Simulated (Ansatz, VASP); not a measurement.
## Be2Zn5CdHg4Te12: VASP beside Ansatz

```xyz
24
Lattice="-6.2766 -6.3098 -0.0106 0.0116 6.3087 6.2744 -6.2517 6.2742 -6.2517" Properties=species:S:1:pos:R:3 pbc="T T T"
Be   -3.1882    0.0874    3.1584
Be   -6.2461    3.1195    3.1310
Zn   -6.2514    0.0993    6.2051
Zn   -9.2926   -0.1950   -3.0743
Zn   -3.0916    3.0848    0.0752
Zn   -9.3743    3.2320   -0.0274
Zn   -6.2699    6.1579    0.0318
Cd   -6.1417    9.3239   -2.9961
Te   -8.0250    5.0582   -4.7212
Te  -10.8767    1.2948   -4.6271
Te   -7.9648    1.5928   -1.5886
Te   -4.5956    4.6773   -1.4442
Te   -4.6302    1.6500    1.8256
Te   -1.5585    4.6027    1.5886
Te   -7.8796    7.5673   -1.5896
Te  -10.8174    4.8934   -1.5829
Te   -7.6936    4.5364    1.6709
Te   -4.7898    7.9753    1.3469
Te   -4.8674    4.6127    4.5225
Te   -7.6970    1.7354    4.6521
Hg   -9.4009    9.4064   -0.0002
Hg   -6.3731    3.3002   -3.2077
Hg   -6.2209    0.0611    0.0632
Hg   -3.1657    6.4036    3.0829
```

Alike in both runs: functional PBE; k mesh 3 × 3 × 2; occupations gaussian, width 0.1 eV; no spin polarisation.

Ansatz relaxed the structure, and its values are those at the end. VASP's run is a single point on that final structure, the one shown.

|  | VASP | Ansatz |
| --- | --- | --- |
| version | VASP 6.6.1 | Ansatz 0.2.0 |
| potentials or method | VASP PAW PBE potentials, release 64 (Be, Zn, Cd, Te, Hg), cutoff 520 eV | scalar-relativistic, plane waves, PAW |
| valence electrons in the cell | 196 | 356 |

```tsv
	VASP	Ansatz	Ansatz less VASP
gap on the k mesh at the Fermi level (eV)	0.50	0.50	+0.002
least direct gap on the mesh (eV)	0.50	0.50	+0.002
pressure (GPa)	0.1	0.0	-0.08
rms of the force components (eV/Å)	0.008	0.008	-0.0007
```

VASP's potentials hold 196 valence electrons a cell and Ansatz's 356, so a difference there can come from the potentials and not from the codes.

Spin-orbit coupling is off throughout.
